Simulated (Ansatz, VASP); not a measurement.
## SnSe in VASP and in Ansatz

```
Sn Se
1.0
     0.00000    3.01000    3.01000
     3.01000    0.00000    3.01000
     3.01000    3.01000    0.00000
Sn Se
1 1
Cartesian
  0.0000 0.0000 0.0000
  3.0100 3.0100 2.9725
```

Change from the starting cell: all Se atoms moved +0.037 Å, as atom 2 towards its neighbour atom 1 (Sn) at 3.010 Å.

Alike in both runs: task single point; functional r2SCAN; k mesh 10 × 10 × 10; occupations gaussian, width 0.05 eV; no spin polarisation.

```csv
,VASP,Ansatz
version,VASP 6.6.1,Ansatz 0.2.0
potentials or method,"VASP PAW PBE potentials, release 64 (Sn_d, Se), cutoff 520 eV","scalar-relativistic, plane waves, PAW"
valence electrons in the cell,20,30
```

|  | VASP | Ansatz | Ansatz less VASP |
| --- | --- | --- | --- |
| gap on the k mesh at the Fermi level (eV) | 0.46 | 0.46 | 0.000 |
| least direct gap on the mesh (eV) | 0.46 | 0.46 | 0.000 |
| pressure (GPa) | 0.0 | 0.0 | 0.00 |
| rms of the force components (eV/Å) | 0.008 | 0.009 | +0.0008 |

VASP's potentials were made for PBE, not for r2SCAN. Atom by atom the forces differ by 0.001 eV/Å (rms over components). The functional is the same, so the differences come from potentials, cutoffs and numerics. VASP's potentials hold 20 valence electrons a cell and Ansatz's 30, so a difference there can come from the potentials and not from the codes.
